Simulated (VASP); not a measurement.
**Ta: single point with PBEsol**

The system is Ta.

```
CELL_PARAMETERS angstrom
-1.64023 1.64023 1.47621
1.64023 -1.64023 1.47621
1.64023 1.64023 -1.47621
ATOMIC_POSITIONS crystal
Ta 0.00000 0.00000 0.00000
```

This cell differs from its parent crystal: normal strain along x +0.0000, normal strain along z -0.1000.

- Program: VASP 6.6.1
- Task: single point
- Functional: PBEsol
- Potentials or basis: VASP PAW PBE potentials, release 64 (Ta_pv)
- Cutoff: 520 eV
- k mesh: 20 × 20 × 20
- Occupations: gaussian, width 0.15 eV
- Spin: no spin polarisation
- Dipole correction: no
- Further INCAR settings: ALGO = Normal; EDIFF = 1e-07; NBANDS = 12

The pressure is 28.1 GPa.

Stress tensor (GPa, compression positive):
```
23.76  0.00  0.00
 0.00 23.76  0.00
 0.00  0.00 36.80
```

Levels at points of the mesh, in eV from the Fermi level:
```tsv
k point	band 3	band 4	band 5	band 6	band 7	band 8
(0.00, 0.00, 0.00)	-32.54	-8.45	-0.33	1.31	1.31	3.10
(0.50, 0.00, 0.00)	-32.68	-5.05	-2.50	2.59	4.31	6.75
(0.50, 0.50, 0.00)	-32.52	-5.05	-0.84	1.65	2.91	4.82
(0.50, 0.50, 0.50)	-33.50	-4.86	-4.52	7.74	7.74	8.26
```

Wall time 30 s on 1 thread of Intel(R) Xeon(R) 6975P-C (Granite Rapids), with other jobs on the host, peak memory 0.23 GiB.

Caveat: the cell differs from its parent crystal (normal strain along x +0.0000, normal strain along z -0.1000); the PAW data sets were made with another functional, which shifts forces and pressure a little; spin-orbit coupling is left out, which moves the levels of the heavy elements.
